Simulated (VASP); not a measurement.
# GaP (F-43m) in VASP: a series of runs

GaP is run at these levels: PBE; tasks: relaxation of the atoms.

All numbers are computed with VASP 6.6.1; they aren't measurements. Logs are shortened: lines on timing, memory, paths and dates and some standing lists are left out, and cuts for length are marked.

**1. The cell of the first run**

Symmetry: F-43m, No. 216, cubic system. Conventional cell: a = 5.414 Å, b = 5.414 Å, c = 5.414 Å, α = 90.00°, β = 90.00°, γ = 90.00°. Ga (site symmetry -43m) has 4 P at 2.34 Å within 3.1 Å. P (site symmetry -43m) has 4 Ga at 2.34 Å within 3.1 Å.

**2. Relaxation of the atoms, PBE (volume scaled by 0.98)**

INCAR reads:

```
  PREC = Accurate
  ENCUT = 520
  EDIFF = 1E-7
  ISMEAR = -1
  SIGMA = 0.02
  LREAL = False
  LASPH = True
  NELM = 100
  ALGO = Normal
  ISIF = 2
  LWAVE = False
  LCHARG = False
  GGA = PE
  IBRION = 2
  NSW = 80
  EDIFFG = -0.02
```

KPOINTS reads:

```
Automatic mesh
0
Gamma
  14 14 14
```

POSCAR reads:

```
GaP
1.0
    0.0000000000      2.7069591804      2.7069591804
    2.7069591804      0.0000000000      2.7069591804
    2.7069591804      2.7069591804      0.0000000000
Ga P
1 1
Direct
    0.0000000000      0.0000000000      0.0000000000
    0.2500000000      0.2500000000      0.2500000000
```

Potentials or basis: VASP PAW PBE potentials, release 64 (Ga_d, P).

Started as:

```sh
> cat potpaw_PBE.64/Ga_d/POTCAR potpaw_PBE.64/P/POTCAR > POTCAR
> mpirun -np 1 vasp_std > vasp.out
```

OUTCAR:

```text
PREC = Accurate
   ENCUT = 520
   EDIFF = 1E-7
   ISMEAR = -1
   LREAL = False
   LASPH = True
   NELM = 100
   ISIF = 2
   GGA = PE
   IBRION = 2
   NSW = 80
   EDIFFG = -0.02

 ion  position               nearest neighbor table
   1  0.000  0.000  0.000-   2 2.34   2 2.34   2 2.34   2 2.34
   2  0.250  0.250  0.250-   1 2.34   1 2.34   1 2.34   1 2.34

  LATTYP: Found a face centered cubic cell.
 ALAT       =     5.4139183608

  Lattice vectors:

 A1 = (   0.0000000000,   2.7069591804,   2.7069591804)
 A2 = (   2.7069591804,   0.0000000000,   2.7069591804)
 A3 = (   2.7069591804,   2.7069591804,   0.0000000000)

Analysis of symmetry for initial positions (statically):
=====================================================================
 Subroutine PRICEL returns:
 Original cell was already a primitive cell.

 Routine SETGRP: Setting up the symmetry group for a
 face centered cubic supercell.

 Subroutine GETGRP returns: Found 24 space group operations
 (whereof 24 operations were pure point group operations)
 out of a pool of 48 trial point group operations.

The static configuration has the point symmetry T_d .

Analysis of symmetry for dynamics (positions and initial velocities):
=====================================================================
 Subroutine PRICEL returns:
 Original cell was already a primitive cell.

 Routine SETGRP: Setting up the symmetry group for a
 face centered cubic supercell.

 Subroutine GETGRP returns: Found 24 space group operations
 (whereof 24 operations were pure point group operations)
 out of a pool of 48 trial point group operations.

The dynamic configuration has the point symmetry T_d .

 Subroutine INISYM returns: Found 24 space group operations
 (whereof 24 operations are pure point group operations),
 and found     1 'primitive' translations

----------------------------------------------------------------------------------------

                                     Primitive cell

  volume of cell :      39.6712

  direct lattice vectors                    reciprocal lattice vectors
     0.000000000  2.706959180  2.706959180    -0.184709102  0.184709102  0.184709102
     2.706959180  0.000000000  2.706959180     0.184709102 -0.184709102  0.184709102
     2.706959180  2.706959180  0.000000000     0.184709102  0.184709102 -0.184709102

  length of vectors
     3.828218386  3.828218386  3.828218386     0.319925550  0.319925550  0.319925550

  position of ions in fractional coordinates (direct lattice)
     0.000000000  0.000000000  0.000000000
     0.250000000  0.250000000  0.250000000

  ion indices of the primitive-cell ions
   primitive index   ion index
                 1           1
                 2           2

----------------------------------------------------------------------------------------

 KPOINTS: Automatic mesh

Automatic generation of k-mesh.
 Grid dimensions read from file:
 generate k-points for:   14   14   14

 Generating k-lattice:

  Cartesian coordinates                     Fractional coordinates (reciprocal lattice)
    -0.013193507  0.013193507  0.013193507     0.071428571  0.000000000  0.000000000
     0.013193507 -0.013193507  0.013193507     0.000000000  0.071428571  0.000000000
     0.013193507  0.013193507 -0.013193507     0.000000000  0.000000000  0.071428571

  Length of vectors
     0.022851825  0.022851825  0.022851825

  Shift w.r.t. Gamma in fractional coordinates (k-lattice)
     0.000000000  0.000000000  0.000000000

 Subroutine IBZKPT returns following result:
 ===========================================

 Found    104 irreducible k-points:

 Following reciprocal coordinates:
            Coordinates               Weight
  0.000000  0.000000  0.000000      1.000000
  0.071429  0.000000  0.000000      8.000000
  0.142857  0.000000  0.000000      8.000000
  0.214286  0.000000  0.000000      8.000000
  0.285714  0.000000  0.000000      8.000000
  0.357143  0.000000  0.000000      8.000000
[... 16 lines left out ...]
  0.214286  0.142857  0.000000     24.000000
  0.285714  0.142857  0.000000     24.000000
 [... further k-points ...]
   k-points           NKPTS =    104   k-points in BZ     NKDIM =    104   number of bands    NBANDS=     13
   number of dos      NEDOS =    301   number of ions     NIONS =      2
   total plane-waves  NPLWV =  21952
   dimension x,y,z NGX =    28 NGY =   28 NGZ =   28
   dimension x,y,z NGXF=    56 NGYF=   56 NGZF=   56
   ions per type =               1   1
   NGX,Y,Z   is equivalent  to a cutoff of  12.16, 12.16, 12.16 a.u.
   NGXF,Y,Z  is equivalent  to a cutoff of  24.32, 24.32, 24.32 a.u.
 SYSTEM =  unknown system
   PREC   = accura    normal or accurate (medium, high low for compatibility)
   ISTART =      0    job   : 0-new  1-cont  2-samecut
   ICHARG =      2    charge: 1-file 2-atom 10-const
   ISPIN  =      1    spin polarized calculation?
   LNONCOLLINEAR =      F non collinear calculations
   LSORBIT =      F    spin-orbit coupling
   LASPH  =      T    aspherical Exc in radial PAW
   ENCUT  =  520.0 eV  38.22 Ry    6.18 a.u.   7.12  7.12  7.12*2*pi/ulx,y,z
   NELM   =    100;   NELMIN=  2; NELMDL= -5     # of ELM steps
   EDIFF  = 0.1E-06   stopping-criterion for ELM
   LREAL  =      F    real-space projection
   EDIFFG = -.2E-01   stopping-criterion for IOM
   NSW    =     80    number of steps for IOM
   IBRION =      2    ionic relax: 0-MD 1-quasi-New 2-CG
   NFREE  =      1    steps in history (QN), initial steepest desc. (CG)
   ISIF   =      2    stress and relaxation
   ISYM   =      2    0-nonsym 1-usesym 2-fastsym
   POTIM  = 0.5000    time-step for ionic-motion
   TEBEG  =    0.0;   TEEND  =   0.0 temperature during run
   PSTRESS=    0.0 pullay stress
   NELECT =      18.0000    total number of electrons
   NUPDOWN=      -1.0000    fix difference up-down
   EMIN   =  10.00;   EMAX   =-10.00  energy-range for DOS
   EFERMI =   0.00;   METHOD = LEGACY
   ISMEAR =    -1;   SIGMA  =   0.02  broadening in eV -4-tet -1-fermi 0-gaus
   EFERMI_NEDOS =   21; number of points for ismear=-14 and -15
   IALGO  =     38    algorithm
   IMIX   =      4    mixing-type and parameters
     AMIX     =   0.40;   BMIX     =  1.00
     AMIX_MAG =   1.60;   BMIX_MAG =  1.00
  volume/ion in A,a.u.               =      19.84       133.86
  Fermi-wavevector in a.u.,A,eV,Ry     =   1.257981  2.377239 21.531428  1.582515
  Thomas-Fermi vector in A             =   2.391613
   LORBIT       =      0    0 simple, 1 ext, 2 COOP (PROOUT), +10 PAW based schemes
   GGA     = PE    functional components
   LHFCALC =     F    Hartree Fock is set to
   AEXX    =    0.0000 exact exchange contribution
   IVDW    =     0    specifies the selected vdW correction
   LEPSILON=     F    determine dielectric tensor
   LRPA    =     F    only Hartree local field effects (RPA)
 conjugate gradient relaxation of ions
 non-spin polarized calculation
  energy-cutoff  :      520.00
  volume of cell :       39.67
 maximum number of plane-waves:      1090
   NGX = 15   NGY = 15   NGZ = 15

 number of electron      18.0000008 magnetization

 Free energy of the ion-electron system (eV)
  ---------------------------------------------------
  ext. energy  EPLUGINS =         0.00000000
  ---------------------------------------------------
  free energy    TOTEN  =        -9.10140294 eV

  energy without entropy =       -9.10140294  energy(sigma->0) =       -9.10140294

 E-fermi :   5.2139     XC(G=0):  -9.9258

 val. band max:        4.8596073392   @ k =   0.0000   0.0000   0.0000
 cond. band min:       6.4158245743   @ k =   0.4286   0.4286   0.0000
 fundamental gap:      1.5562172351
 Fermi energy:         5.2138545100

 k-point     1 :       0.0000    0.0000    0.0000
  band No.  band energies     occupation
      1      -9.7255      2.00000
      2      -9.7255      2.00000
      3      -9.7255      2.00000
      4      -9.6194      2.00000
      5      -9.6194      2.00000
      6      -7.7858      2.00000
      7       4.8596      2.00000
      8       4.8596      2.00000
      9       4.8596      2.00000
     10       6.8549      0.00000
     11       8.7439      0.00000
     12       8.7439      0.00000
     13       8.7439      0.00000

 k-point     2 :       0.0714    0.0000    0.0000
  band No.  band energies     occupation
      1      -9.7308      2.00000
      2      -9.7238      2.00000
      3      -9.7238      2.00000
      4      -9.6195      2.00000
      5      -9.6195      2.00000
      6      -7.7172      2.00000
      7       4.1589      2.00000
      8       4.7744      2.00000
      9       4.7744      2.00000
     10       7.2486      0.00000
     11       8.8747      0.00000
     12       8.8747      0.00000
     13       8.8918      0.00000

 k-point     3 :       0.1429    0.0000    0.0000
  band No.  band energies     occupation
      1      -9.7449      2.00000
      2      -9.7191      2.00000
      3      -9.7191      2.00000
      4      -9.6194      2.00000
      5      -9.6194      2.00000
      6      -7.5151      2.00000
      7       2.8987      2.00000
      8       4.5621      2.00000
      9       4.5621      2.00000
     10       7.4109      0.00000
     11       9.1903      0.00000
     12       9.1903      0.00000
     13       9.6167      0.00000

 k-point     4 :       0.2143    0.0000    0.0000
  band No.  band energies     occupation
      1      -9.7638      2.00000
      2      -9.7129      2.00000
      3      -9.7129      2.00000
      4      -9.6188      2.00000
      5      -9.6188      2.00000
      6      -7.1905      2.00000
      7       1.5783      2.00000
      8       4.3039      2.00000
      9       4.3039      2.00000
     10       7.2138      0.00000
     11       9.5107      0.00000
     12       9.5107      0.00000
     13      10.7294      0.00000

 k-point     5 :       0.2857    0.0000    0.0000
  band No.  band energies     occupation
      1      -9.7833      2.00000
      2      -9.7070      2.00000
      3      -9.7070      2.00000
      4      -9.6172      2.00000
      5      -9.6172      2.00000
      6      -6.7648      2.00000
      7       0.3294      2.00000
      8       4.0621      2.00000
      9       4.0621      2.00000
     10       6.9656      0.00000
     11       9.6717      0.00000
     12       9.6717      0.00000
     13      11.8918      0.00000
[... 257 lines left out ...]
 k-point    22 :       0.1429    0.1429    0.0000
  band No.  band energies     occupation
      1      -9.7566      2.00000
      2      -9.7130      2.00000
      3      -9.7130      2.00000
      4      -9.6253      2.00000
      5      -9.6151      2.00000
      6      -7.4256      2.00000
      7       3.0239      2.00000
      8       4.0367      2.00000
      9       4.0367      2.00000
     10       7.8068      0.00000
     11       8.5846      0.00000
     12       9.9613      0.00000
     13       9.9613      0.00000

 k-point    23 :       0.2143    0.1429    0.0000
  band No.  band energies     occupation
      1      -9.7710      2.00000
      2      -9.7073      2.00000
      3      -9.7064      2.00000
      4      -9.6279      2.00000
      5      -9.6131      2.00000
      6      -7.1862      2.00000
      7       2.1396      2.00000
      8       3.7374      2.00000
      9       3.7677      2.00000
     10       7.7256      0.00000
     11       8.7768      0.00000
     12      10.4454      0.00000
     13      10.4727      0.00000

 k-point    24 :       0.2857    0.1429    0.0000
  band No.  band energies     occupation
      1      -9.7861      2.00000
      2      -9.7025      2.00000
      3      -9.6997      2.00000
      4      -9.6291      2.00000
      5      -9.6111      2.00000
      6      -6.8321      2.00000
      7       1.0353      2.00000
      8       3.4384      2.00000
      9       3.4935      2.00000
     10       7.7731      0.00000
     11       8.9990      0.00000
     12      10.6320      0.00000
     13      10.7563      0.00000

 [... further k-points ...]

------------------------ aborting loop because EDIFF is reached ----------------------------------------

  FORCE on cell =-STRESS in cart. coord.  units (eV):
  Direction    XX          YY          ZZ          XY          YZ          ZX
  --------------------------------------------------------------------------------------
  -------------------------------------------------------------------------------------
  Total        1.0712579      1.0712579      1.0712579      0.0000000      0.0000000      0.0000000
  in kB       43.2642837     43.2642837     43.2642837      0.0000000      0.0000000      0.0000000
  external PRESSURE =      43.2642837 kB  Pullay stress =       0.0000000 kB

 VOLUME and BASIS-vectors are now :
 -----------------------------------------------------------------------------
  energy-cutoff  :      520.00
  volume of cell :       39.67
      direct lattice vectors                 reciprocal lattice vectors
     0.000000000  2.706959180  2.706959180    -0.184709102  0.184709102  0.184709102
     2.706959180  0.000000000  2.706959180     0.184709102 -0.184709102  0.184709102
     2.706959180  2.706959180  0.000000000     0.184709102  0.184709102 -0.184709102

 POSITION                                       TOTAL-FORCE (eV/Angst)
 -----------------------------------------------------------------------------------
      0.00000      0.00000      0.00000         0.000000     -0.000000      0.000000
      1.35348      1.35348      1.35348        -0.000000      0.000000     -0.000000
 -----------------------------------------------------------------------------------
    total drift:                                0.000002      0.000002      0.000002

  FREE ENERGIE OF THE ION-ELECTRON SYSTEM (eV)
  ---------------------------------------------------
  free  energy   TOTEN  =        -9.1014029356 eV

  energy  without entropy=       -9.1014029356  energy(sigma->0) =       -9.10140294

 reached required accuracy - stopping structural energy minimisation
```

Wall time 33 s (1 thread of Intel Xeon 6975P-C, shared host); peak memory 0.2 GiB.

Results:

| Quantity | Value |
| --- | --- |
| Free energy | -9.1014 eV |
| Pressure after relaxing | 4.3 GPa |
| Band gap on the k mesh | 1.56 eV, indirect (least direct gap 2.00 eV) |

Final structure:
```yaml
crystal:
  lattice:
    - [0.00000, 2.70696, 2.70696]
    - [2.70696, 0.00000, 2.70696]
    - [2.70696, 2.70696, 0.00000]
  atoms:
    - { symbol: Ga, position: [0.00000, 0.00000, 0.00000] }
    - { symbol: P, position: [0.25000, 0.25000, 0.25000] }
```

Levels at points of the mesh, in eV from the valence-band top:
```tsv
k point	band 5	band 6	band 7	band 8	band 9	band 10	band 11	band 12	band 13
(0.00, 0.00, 0.00)	-14.48	-12.65	0.00	0.00	0.00	2.00	3.88	3.88	3.88
(0.50, 0.00, 0.00)	-14.47	-10.51	-6.75	-1.15	-1.15	1.73	4.72	4.72	8.32
(0.50, 0.50, 0.00)	-14.46	-9.59	-6.85	-2.75	-2.75	1.61	1.80	10.75	10.75
```

Caveat: the relaxation stopped at its first step, so nothing moved.

(Continued in part 2 of 2.)
